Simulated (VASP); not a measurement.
Input of a VASP 6.6.1 run:

Contents of INCAR:

```
SYSTEM = AlSn
PREC = Accurate
ENCUT = 600
EDIFF = 1E-6
ISMEAR = -1
SIGMA = 0.05
LREAL = .FALSE.
LASPH = .TRUE.
NELM = 80
ALGO = Normal
ISIF = 3
LWAVE = .FALSE.
LCHARG = .FALSE.
GGA = PS
IVDW = 13
IBRION = 2
NSW = 60
EDIFFG = -0.01
```

KPOINTS

```
Automatic mesh
0
G
  7 7 8
  0 0 0
```

Contents of POSCAR:

```
AlSn
1.0
    4.1981056157      0.0000000000      0.0000000000
   -2.0990528078      3.6356661109      0.0000000000
    0.0000000000      0.0000000000      3.3068470000
Sn Al
1 1
Direct
    0.3333333333      0.6666666667      0.5000000000
    0.0000000000      0.0000000000      0.0000000000
```

Potentials or basis: VASP PAW PBE potentials, release 64 (Sn_d, Al).

Command:

```sh
$ cat potpaw_PBE.64/Sn_d/POTCAR potpaw_PBE.64/Al/POTCAR > POTCAR
$ mpirun -np 1 vasp_std > vasp.out
```

Problem. Estimate the dispersion energy per atom.

Solution. -0.205 eV.

Problem. Predict the relaxed volume.

Solution. 23.80 Å³/atom.

Problem. Estimate the relaxed cell.

Solution. a = 4.103 Å, b = 4.103 Å, c = 3.265 Å, α = 90.00°, β = 90.00°, γ = 120.00°.

Problem. What does it give for the space group after relaxing (to 0.05 Å)?

Solution. P-6m2 (No. 187).

The path:
| step | energy change (eV) | largest force (eV/Å) | pressure (GPa) | volume (Å³) |
| --- | --- | --- | --- | --- |
| 1 | 0.0000 | 0.0000 | -3.01 | 50.47 |
| 2 | -0.0260 | 0.0000 | 0.79 | 47.08 |
| 3 | -0.0274 | 0.0000 | 0.03 | 47.68 |
| 4 | -0.0274 | 0.0000 | -0.09 | 47.74 |
| 5 | -0.0283 | 0.0000 | -0.05 | 47.68 |
| 6 | -0.0284 | 0.0000 | -0.08 | 47.66 |
| 7 | -0.0284 | 0.0000 | -0.08 | 47.66 |
| 8 | -0.0284 | 0.0000 | 0.09 | 47.57 |
| 9 | -0.0284 | 0.0000 | -0.02 | 47.60 |

Caveat: the PAW data sets were made with another functional, which shifts forces and pressure a little; pairwise dispersion overbinds metals, which lowers pressure and volume.
